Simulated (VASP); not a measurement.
# NbSi26C27 (a cell with a defect) in VASP: electric field gradients with PBE

Aim: the electric field gradients of NbSi26C27 (a cell with a defect) with PBE.

All numbers are computed with VASP 6.6.1; they aren't measurements. Logs are shortened: lines on timing, memory, paths and dates and some standing lists are left out, and cuts for length are marked.

## Step 1: The cell of the first run

The cell holds a defect, 54 atoms: a = 9.245 Å, b = 9.245 Å, c = 9.245 Å, α = 60.00°, β = 60.00°, γ = 60.00°.

## Step 2: Electric field gradients, PBE

Input file INCAR:

```
ALGO = Normal
EDIFF = 1E-8
ENCUT = 520
GGA = PE
ISIF = 2
ISMEAR = -1
LASPH = True
LCHARG = False
LEFG = True
LREAL = Auto
LWAVE = False
NBANDS = 146
NELECT = 224.0
NELM = 80
PREC = Accurate
SIGMA = 0.01
```

Input file KPOINTS:

```
k-points
0
Gamma
  3 3 3
```

Input file POSCAR:

```
NbSi26C27
1.0
    0.0000000000      6.5370000000      6.5370000000
    6.5370000000      0.0000000000      6.5370000000
    6.5370000000      6.5370000000      0.0000000000
Nb Si C
1 26 27
Direct
    0.0000000000      0.0000000000      0.0000000000
    0.0000000000      0.0000000000      0.3333333333
    0.0000000000      0.0000000000      0.6666666667
    0.0000000000      0.3333333333      0.0000000000
    0.0000000000      0.3333333333      0.3333333333
    0.0000000000      0.3333333333      0.6666666667
    0.0000000000      0.6666666667      0.0000000000
    0.0000000000      0.6666666667      0.3333333333
    0.0000000000      0.6666666667      0.6666666667
    0.3333333333      0.0000000000      0.0000000000
    0.3333333333      0.0000000000      0.3333333333
    0.3333333333      0.0000000000      0.6666666667
    0.3333333333      0.3333333333      0.0000000000
    0.3333333333      0.3333333333      0.3333333333
    0.3333333333      0.3333333333      0.6666666667
    0.3333333333      0.6666666667      0.0000000000
    0.3333333333      0.6666666667      0.3333333333
    0.3333333333      0.6666666667      0.6666666667
    0.6666666667      0.0000000000      0.0000000000
    0.6666666667      0.0000000000      0.3333333333
    0.6666666667      0.0000000000      0.6666666667
    0.6666666667      0.3333333333      0.0000000000
    0.6666666667      0.3333333333      0.3333333333
    0.6666666667      0.3333333333      0.6666666667
    0.6666666667      0.6666666667      0.0000000000
    0.6666666667      0.6666666667      0.3333333333
    0.6666666667      0.6666666667      0.6666666667
    0.0833333333      0.0833333333      0.0833333333
    0.0833333333      0.0833333333      0.4166666667
    0.0833333333      0.0833333333      0.7500000000
    0.0833333333      0.4166666667      0.0833333333
    0.0833333333      0.4166666667      0.4166666667
    0.0833333333      0.4166666667      0.7500000000
    0.0833333333      0.7500000000      0.0833333333
    0.0833333333      0.7500000000      0.4166666667
    0.0833333333      0.7500000000      0.7500000000
    0.4166666667      0.0833333333      0.0833333333
    0.4166666667      0.0833333333      0.4166666667
    0.4166666667      0.0833333333      0.7500000000
    0.4166666667      0.4166666667      0.0833333333
    0.4166666667      0.4166666667      0.4166666667
    0.4166666667      0.4166666667      0.7500000000
    0.4166666667      0.7500000000      0.0833333333
    0.4166666667      0.7500000000      0.4166666667
    0.4166666667      0.7500000000      0.7500000000
    0.7500000000      0.0833333333      0.0833333333
    0.7500000000      0.0833333333      0.4166666667
    0.7500000000      0.0833333333      0.7500000000
    0.7500000000      0.4166666667      0.0833333333
    0.7500000000      0.4166666667      0.4166666667
    0.7500000000      0.4166666667      0.7500000000
    0.7500000000      0.7500000000      0.0833333333
    0.7500000000      0.7500000000      0.4166666667
    0.7500000000      0.7500000000      0.7500000000
```

Potentials or basis: VASP PAW PBE potentials, release 64 (Nb_sv, Si, C).

Command:

```console
cat potpaw_PBE.64/Nb_sv/POTCAR potpaw_PBE.64/Si/POTCAR potpaw_PBE.64/C/POTCAR > POTCAR
mpirun -np 1 vasp_std > vasp.out
```

OUTCAR:

```text
EDIFF = 1E-8
   ENCUT = 520
   GGA = PE
   ISIF = 2
   ISMEAR = -1
   LASPH = True
   LREAL = Auto
   NELECT = 224.0
   NELM = 80
   PREC = Accurate

 ion  position               nearest neighbor table
   1  0.000  0.000  0.000-  28 1.89  30 1.89  34 1.89  46 1.89   7 3.08   8 3.08  10 3.08  12 3.08
                            16 3.08  19 3.08  20 3.08  22 3.08   2 3.08   3 3.08   4 3.08   6 3.08
   2  0.000  0.000  0.333-  28 1.89  29 1.89  35 1.89  47 1.89  10 3.08  11 3.08  17 3.08  20 3.08
                            23 3.08   1 3.08   4 3.08   5 3.08   8 3.08  21 3.08   9 3.08   3 3.08
   3  0.000  0.000  0.667-  30 1.89  29 1.89  36 1.89  48 1.89  12 3.08  18 3.08  19 3.08  21 3.08
                            24 3.08   1 3.08   6 3.08   7 3.08   9 3.08  11 3.08   5 3.08   2 3.08
   4  0.000  0.333  0.000-  28 1.89  31 1.89  33 1.89  49 1.89  10 3.08  13 3.08  15 3.08  22 3.08
                            23 3.08   1 3.08   2 3.08   5 3.08   6 3.08   9 3.08  25 3.08   7 3.08
   5  0.000  0.333  0.333-  29 1.89  31 1.89  50 1.89  32 1.89  14 3.08  23 3.08   2 3.08   4 3.08
                            11 3.08  13 3.08   3 3.08   7 3.08  24 3.08  26 3.08   6 3.08   8 3.08
   6  0.000  0.333  0.667-  30 1.89  32 1.89  33 1.89  51 1.89  15 3.08  22 3.08  24 3.08   1 3.08
                             3 3.08   4 3.08  12 3.08  14 3.08  27 3.08   8 3.08   9 3.08   5 3.08
   7  0.000  0.667  0.000-  34 1.89  31 1.89  36 1.89  52 1.89  16 3.08  18 3.08  19 3.08  25 3.08
                            26 3.08   1 3.08   3 3.08   8 3.08   9 3.08  13 3.08   5 3.08   4 3.08
   8  0.000  0.667  0.333-  32 1.89  34 1.89  35 1.89  53 1.89  17 3.08  20 3.08  26 3.08   1 3.08
                             2 3.08   7 3.08  16 3.08  14 3.08  27 3.08   5 3.08   9 3.08   6 3.08
   9  0.000  0.667  0.667-  36 1.89  35 1.89  33 1.89  54 1.89  25 3.08  27 3.08   3 3.08   7 3.08
[... 62 lines left out ...]
  53  0.750  0.750  0.417-   8 1.89  20 1.89  26 1.89  27 1.89
  54  0.750  0.750  0.750-  27 1.89  21 1.89  25 1.89   9 1.89

  LATTYP: Found a face centered cubic cell.
 ALAT       =    13.0740000000

  Lattice vectors:

 A1 = (   0.0000000000,   6.5370000000,   6.5370000000)
 A2 = (   6.5370000000,   0.0000000000,   6.5370000000)
 A3 = (   6.5370000000,   6.5370000000,   0.0000000000)

Analysis of symmetry for initial positions (statically):
=====================================================================
 Subroutine PRICEL returns:
 Original cell was already a primitive cell.

 Routine SETGRP: Setting up the symmetry group for a
 face centered cubic supercell.

 Subroutine GETGRP returns: Found 24 space group operations
 (whereof 24 operations were pure point group operations)
 out of a pool of 48 trial point group operations.

The static configuration has the point symmetry T_d .

Analysis of symmetry for dynamics (positions and initial velocities):
=====================================================================
 Subroutine PRICEL returns:
 Original cell was already a primitive cell.

 Routine SETGRP: Setting up the symmetry group for a
 face centered cubic supercell.

 Subroutine GETGRP returns: Found 24 space group operations
 (whereof 24 operations were pure point group operations)
 out of a pool of 48 trial point group operations.

The dynamic configuration has the point symmetry T_d .

 Subroutine INISYM returns: Found 24 space group operations
 (whereof 24 operations are pure point group operations),
 and found     1 'primitive' translations

----------------------------------------------------------------------------------------

                                     Primitive cell

  volume of cell :     558.6830

  direct lattice vectors                    reciprocal lattice vectors
     0.000000000  6.537000000  6.537000000    -0.076487685  0.076487685  0.076487685
     6.537000000  0.000000000  6.537000000     0.076487685 -0.076487685  0.076487685
     6.537000000  6.537000000  0.000000000     0.076487685  0.076487685 -0.076487685

  length of vectors
     9.244714057  9.244714057  9.244714057     0.132480557  0.132480557  0.132480557

  position of ions in fractional coordinates (direct lattice)
     0.000000000  0.000000000  0.000000000
     0.000000000  0.000000000  0.333333333
     0.000000000  0.000000000  0.666666667
     0.000000000  0.333333333  0.000000000
     0.000000000  0.333333333  0.333333333
[... 175 lines left out ...]
   IMIX   =      4    mixing-type and parameters
     AMIX     =   0.40;   BMIX     =  1.00
     AMIX_MAG =   1.60;   BMIX_MAG =  1.00
  volume/ion in A,a.u.               =      10.35        69.82
  Fermi-wavevector in a.u.,A,eV,Ry     =   1.207172  2.281224 19.827271  1.457263
  Thomas-Fermi vector in A             =   2.342817
   LORBIT       =      0    0 simple, 1 ext, 2 COOP (PROOUT), +10 PAW based schemes
   GGA     = PE    functional components
   LHFCALC =     F    Hartree Fock is set to
   AEXX    =    0.0000 exact exchange contribution
   IVDW    =     0    specifies the selected vdW correction
   LEPSILON=     F    determine dielectric tensor
   LRPA    =     F    only Hartree local field effects (RPA)
 non-spin polarized calculation
  energy-cutoff  :      520.00
  volume of cell :      558.68
 maximum number of plane-waves:     15070
 NGX is ok and might be reduce to    70
   NGX = 35   NGY = 35   NGZ = 35

 number of electron     223.9999999 magnetization

 Free energy of the ion-electron system (eV)
  ---------------------------------------------------
  ext. energy  EPLUGINS =         0.00000000
  ---------------------------------------------------
  free energy    TOTEN  =      -416.78247249 eV

  energy without entropy =     -416.78247249  energy(sigma->0) =     -416.78247249

 E-fermi :   8.5254     XC(G=0): -11.4041

 val. band max:        8.2058941981   @ k =   0.0000   0.0000   0.0000
 cond. band min:       9.7586256923   @ k =   0.3333   0.3333   0.0000
 fundamental gap:      1.5527314942
 Fermi energy:         8.5254379695

 k-point     1 :       0.0000    0.0000    0.0000
  band No.  band energies     occupation
      1     -45.8458      2.00000
      2     -22.2922      2.00000
      3     -22.2922      2.00000
      4     -22.2922      2.00000
      5      -7.0638      2.00000
      6      -5.0980      2.00000
[... 497 lines left out ...]
    123      12.6535      0.00000
    124      12.8770      0.00000
 [bands above 124 left out]

------------------------ aborting loop because EDIFF is reached ----------------------------------------

  FORCE on cell =-STRESS in cart. coord.  units (eV):
  Direction    XX          YY          ZZ          XY          YZ          ZX
  --------------------------------------------------------------------------------------
  -------------------------------------------------------------------------------------
  Total       13.6628607     13.6628607     13.6628607     -0.0000000     -0.0000000      0.0000000
  in kB       39.1820154     39.1820154     39.1820154     -0.0000000     -0.0000000      0.0000000
  external PRESSURE =      39.1820154 kB  Pullay stress =       0.0000000 kB

 VOLUME and BASIS-vectors are now :
 -----------------------------------------------------------------------------
  energy-cutoff  :      520.00
  volume of cell :      558.68
      direct lattice vectors                 reciprocal lattice vectors
     0.000000000  6.537000000  6.537000000    -0.076487685  0.076487685  0.076487685
     6.537000000  0.000000000  6.537000000     0.076487685 -0.076487685  0.076487685
     6.537000000  6.537000000  0.000000000     0.076487685  0.076487685 -0.076487685

 POSITION                                       TOTAL-FORCE (eV/Angst)
 -----------------------------------------------------------------------------------
      0.00000      0.00000      0.00000        -0.000000     -0.000000      0.000000
      2.17900      2.17900      0.00000         0.440488      0.440488     -0.441000
      4.35800      4.35800      0.00000        -0.440488     -0.440488     -0.441000
      2.17900      0.00000      2.17900         0.440488     -0.441000      0.440488
      4.35800      2.17900      2.17900         0.097703     -0.097703     -0.097703
      6.53700      4.35800      2.17900         0.441000     -0.440488      0.440488
[... 46 lines left out ...]
      7.62650      7.62650      9.80550        -0.097119     -0.097119      0.158748
      9.80550      9.80550      9.80550        -0.000000     -0.000000      0.000000
 -----------------------------------------------------------------------------------
    total drift:                                0.000002      0.000002      0.000002

  FREE ENERGIE OF THE ION-ELECTRON SYSTEM (eV)
  ---------------------------------------------------
  free  energy   TOTEN  =      -416.7824724885 eV

  energy  without entropy=     -416.7824724885  energy(sigma->0) =     -416.78247249

 Electric field gradients (V/A^2)
---------------------------------------------------------------------
 ion       V_xx      V_yy      V_zz      V_xy      V_xz      V_yz
---------------------------------------------------------------------
   1       0.000     0.000     0.000     0.000     0.000     0.000
   2       0.833     0.833    -1.666     7.881    -6.614    -6.614
   3       0.833     0.833    -1.666     7.881     6.613     6.613
   4       0.833    -1.666     0.833    -6.614     7.881    -6.614
   5       0.000    -0.000    -0.000     0.752     0.752    -0.752
   6      -1.665     0.833     0.833    -6.614     6.613    -7.881
[... 46 lines left out ...]
  53      -0.044    -0.044     0.089    -0.879    -0.760    -0.760
  54       0.000     0.000     0.000     0.001     0.001     0.001
---------------------------------------------------------------------

 Electric field gradients after diagonalization (V/A^2)
 (convention: |V_zz| > |V_xx| > |V_yy|)
----------------------------------------------------------------------
 ion       V_xx      V_yy      V_zz     asymmetry (V_yy - V_xx)/ V_zz
----------------------------------------------------------------------
   1      -0.000    -0.000     0.000       0.000
   2      -7.172    -7.048    14.220       0.009
   3      -7.172    -7.048    14.220       0.009
   4      -7.172    -7.048    14.220       0.009
   5       0.752     0.752    -1.505       0.000
   6      -7.172    -7.048    14.220       0.009
[... 46 lines left out ...]
  53       0.835     0.771    -1.606       0.040
  54      -0.001    -0.001     0.001       0.000
----------------------------------------------------------------------

           NMR quadrupolar parameters

 Cq : quadrupolar parameter    Cq=e*Q*V_zz/h
 eta: asymmetry parameters     (V_yy - V_xx)/ V_zz
 Q  : nuclear electric quadrupole moment in mb (millibarn)
----------------------------------------------------------------------
 ion       Cq(MHz)       eta       Q (mb)
----------------------------------------------------------------------
   1       0.000       0.000       1.000
   2       0.034       0.009       1.000
   3       0.034       0.009       1.000
   4       0.034       0.009       1.000
   5      -0.004       0.000       1.000
   6       0.034       0.009       1.000
[... 46 lines left out ...]
  53      -0.004       0.040       1.000
  54       0.000       0.000       1.000
----------------------------------------------------------------------
```

Run time: 38 min. Hardware: 1 thread of AMD EPYC 7R43 (Zen 3), shared host; peak memory 0.73 GiB.

What came out:

| Item | Value |
| --- | --- |
| Free energy | -416.7825 eV |
| Largest force | 4.290 eV/Å |
| Largest electric field gradient by atom | Nb -0.0; Si +14.2, -1.5, -1.7, -1.4 (each value once); C -14.4, +4.0, -1.6, -0.2, -0.0 (each value once) V/Å² |

Forces on the atoms (eV/Å):
```
Nb   0.000  0.000  0.000
Si   0.440  0.440 -0.441
Si  -0.440 -0.440 -0.441
Si   0.440 -0.441  0.440
Si   0.098 -0.098 -0.098
Si   0.441 -0.440  0.440
Si  -0.440 -0.441 -0.440
Si   0.441  0.440 -0.440
Si   0.080 -0.080 -0.080
Si  -0.441  0.440  0.440
Si  -0.098  0.098 -0.098
Si  -0.440  0.441  0.440
Si  -0.098 -0.098  0.098
Si   0.098  0.098  0.098
Si   0.000  0.000  0.171
Si  -0.440  0.440  0.441
Si   0.000  0.171  0.000
Si  -0.171  0.000  0.000
Si  -0.441 -0.440 -0.440
Si   0.440  0.441 -0.440
Si  -0.080  0.080 -0.080
Si   0.440 -0.440  0.441
Si   0.171  0.000  0.000
Si   0.000 -0.171  0.000
Si  -0.080 -0.080  0.080
Si   0.000  0.000 -0.171
Si   0.080  0.080  0.080
C    2.477  2.477  2.477
C    0.000  0.000  0.094
C   -2.477 -2.477  2.477
C    0.000  0.094  0.000
C   -0.094  0.000  0.000
C   -0.097  0.097 -0.159
C   -2.477  2.477 -2.477
C   -0.097 -0.159  0.097
C    0.159  0.097  0.097
C    0.094  0.000  0.000
C    0.000 -0.094  0.000
C    0.097 -0.097 -0.159
C    0.000  0.000 -0.094
C   -0.041 -0.041 -0.041
C    0.041  0.041 -0.041
C    0.097 -0.159 -0.097
C    0.041 -0.041  0.041
C    0.159 -0.097 -0.097
C    2.477 -2.477 -2.477
C   -0.159 -0.097  0.097
C    0.097  0.159  0.097
C   -0.159  0.097 -0.097
C   -0.041  0.041  0.041
C   -0.097  0.159 -0.097
C    0.097  0.097  0.159
C   -0.097 -0.097  0.159
C    0.000  0.000  0.000
```

Electric field gradients, principal values (V/Å²):
| atom | least | middle | greatest (by size) |
| --- | --- | --- | --- |
| 1 Nb | 0.000 | 0.000 | 0.000 |
| 2 Si | -7.048 | -7.172 | 14.220 |
| 3 Si | -7.048 | -7.172 | 14.220 |
| 4 Si | -7.048 | -7.172 | 14.220 |
| 5 Si | 0.752 | 0.752 | -1.505 |
| 6 Si | -7.048 | -7.172 | 14.220 |
| 7 Si | -7.048 | -7.172 | 14.220 |
| 8 Si | -7.048 | -7.172 | 14.220 |
| 9 Si | 0.859 | 0.859 | -1.717 |
| 10 Si | -7.048 | -7.172 | 14.220 |
| 11 Si | 0.752 | 0.752 | -1.505 |
| 12 Si | -7.048 | -7.172 | 14.220 |
| 13 Si | 0.752 | 0.752 | -1.505 |
| 14 Si | 0.752 | 0.752 | -1.505 |
| 15 Si | 0.364 | 0.989 | -1.353 |
| 16 Si | -7.048 | -7.172 | 14.220 |
| 17 Si | 0.364 | 0.989 | -1.353 |
| 18 Si | 0.364 | 0.989 | -1.353 |
| 19 Si | -7.048 | -7.172 | 14.220 |
| 20 Si | -7.048 | -7.172 | 14.220 |
| 21 Si | 0.859 | 0.859 | -1.717 |
| 22 Si | -7.048 | -7.172 | 14.220 |
| 23 Si | 0.364 | 0.989 | -1.353 |
| 24 Si | 0.364 | 0.989 | -1.353 |
| 25 Si | 0.859 | 0.859 | -1.717 |
| 26 Si | 0.364 | 0.989 | -1.353 |
| 27 Si | 0.859 | 0.859 | -1.717 |
| 28 C | 7.202 | 7.202 | -14.403 |
| 29 C | -1.425 | -2.529 | 3.954 |
| 30 C | 7.202 | 7.202 | -14.404 |
| 31 C | -1.425 | -2.529 | 3.954 |
| 32 C | -1.425 | -2.528 | 3.953 |
| 33 C | 0.771 | 0.836 | -1.607 |
| 34 C | 7.202 | 7.202 | -14.404 |
| 35 C | 0.771 | 0.836 | -1.607 |
| 36 C | 0.772 | 0.835 | -1.606 |
| 37 C | -1.425 | -2.529 | 3.954 |
| 38 C | -1.425 | -2.528 | 3.953 |
| 39 C | 0.771 | 0.836 | -1.607 |
| 40 C | -1.425 | -2.528 | 3.953 |
| 41 C | 0.093 | 0.093 | -0.186 |
| 42 C | 0.093 | 0.094 | -0.187 |
| 43 C | 0.771 | 0.836 | -1.607 |
| 44 C | 0.093 | 0.094 | -0.187 |
| 45 C | 0.771 | 0.835 | -1.606 |
| 46 C | 7.202 | 7.202 | -14.404 |
| 47 C | 0.771 | 0.836 | -1.607 |
| 48 C | 0.772 | 0.835 | -1.606 |
| 49 C | 0.771 | 0.836 | -1.607 |
| 50 C | 0.093 | 0.094 | -0.187 |
| 51 C | 0.771 | 0.835 | -1.606 |
| 52 C | 0.772 | 0.835 | -1.606 |
| 53 C | 0.771 | 0.835 | -1.606 |
| 54 C | -0.001 | -0.001 | 0.001 |

Caveat: the cell carries a net charge on a neutralising background, which shifts energy and pressure; the cell is charged against a uniform background, so pressure and absolute levels hang on convention; without QUAD_EFG the Cq values of the log hold for a quadrupole moment of 1 mb, not for the nuclei.
